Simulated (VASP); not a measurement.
Input of a VASP 6.6.1 run:

The input INCAR:

```
SYSTEM = Cr
PREC = Accurate
ENCUT = 520
EDIFF = 1E-7
ISMEAR = 0
SIGMA = 0.1
LREAL = .FALSE.
LASPH = .TRUE.
NELM = 100
ALGO = Normal
ISIF = 2
LWAVE = .FALSE.
LCHARG = .FALSE.
GGA = PE
NBANDS = 12
```

KPOINTS

```
Automatic mesh
0
G
  20 20 20
  0 0 0
```

File POSCAR:

```
Cr
1.0
   -1.4380140935      1.4380140935      1.4380140935
    1.4380140935     -1.4380140935      1.4380140935
    1.4380140935      1.4380140935     -1.4380140935
Cr
1
Direct
    0.0000000000      0.0000000000      0.0000000000
```

Potentials or basis: VASP PAW PBE potentials, release 64 (Cr_pv).

The run is started by

```console
$ cat potpaw_PBE.64/Cr_pv/POTCAR > POTCAR
$ mpirun -np 1 vasp_std > vasp.out
```

Problem. What does it give for the pressure?

Solution. -7.6 GPa.

Problem. Estimate the band gap on the k mesh.

Solution. Zero (band 6 reaches 12.90 eV, above the bottom of band 7 at 9.68 eV).

Caveat: the run has no spin polarisation, though such a crystal can be magnetic. Spin polarisation is off, so any magnetic state and its effect on volume and gap are missing.
